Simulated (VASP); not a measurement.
A run of VASP 6.6.1 is set up as follows.

The input INCAR:

```
SYSTEM = CuI
  ALGO = Normal
  EDIFF = 1E-6
  ENCUT = 520
  GGA = PE
  ISIF = 2
  ISMEAR = 0
  LASPH = .True.
  LCHARG = .False.
  LREAL = .False.
  LWAVE = .False.
  NBANDS = 16
  NELM = 60
  PREC = Accurate
  SIGMA = 0.05
```

KPOINTS

```
k-points
0
Gamma
  8 8 8
  0 0 0
```

Contents of POSCAR:

```
CuI
1.0
    0.0000000000      3.0389614612      3.0389614612
    3.0389614612      0.0000000000      3.0389614612
    3.0389614612      3.0389614612      0.0000000000
Cu I
1 1
Direct
    0.7500000000      0.7500000000      0.7500000000
    0.0000000000      0.0000000000      0.0000000000
```

Potentials or basis: VASP PAW PBE potentials, release 64 (Cu, I).

The run is started by

```bash
$ cat potpaw_PBE.64/Cu/POTCAR potpaw_PBE.64/I/POTCAR > POTCAR
$ mpirun -np 1 vasp_std > vasp.out
```

(1) Predict the pressure.

(2) Predict the band gap on the k mesh.

Answers

(1) 0.4 GPa.

(2) 1.13 eV, direct.

Caveat: spin-orbit coupling is left out, which moves the levels of the heavy elements.
